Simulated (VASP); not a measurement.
Runs of VASP 6.6.1 on K7NaCl8. The cell holds an amorphous packing of atoms, 16 atoms: a = 8.056 Å, b = 8.145 Å, c = 8.139 Å, α = 88.78°, β = 91.06°, γ = 89.26°. 

| smearing | gap on the mesh (eV) | pressure (GPa) | largest force (eV/Å) |
| --- | --- | --- | --- |
| fermi-dirac 0.05 eV | 4.41 | 0.5 | 0.58 |
| fermi-dirac 0.0991 eV | 3.70 | 1.8 | 1.03 |
| fermi-dirac 0.1379 eV | 3.85 | (a) | 2.56 |
| fermi-dirac 0.0552 eV | 4.14 | 1.3 | (b) |

Alike in all rows: task single point; level PBE; potentials or basis VASP PAW PBE potentials, release 64 (Na_pv, Cl, K_sv); no spin polarisation; cell as given; k mesh 1 × 1 × 1; cutoff (eV) 520.

Question: Estimate the missing entries.

Answer: (a) 3.1; (b) 0.99.

Caveats: all runs use coarse meshes.

A k mesh can miss the band edges.
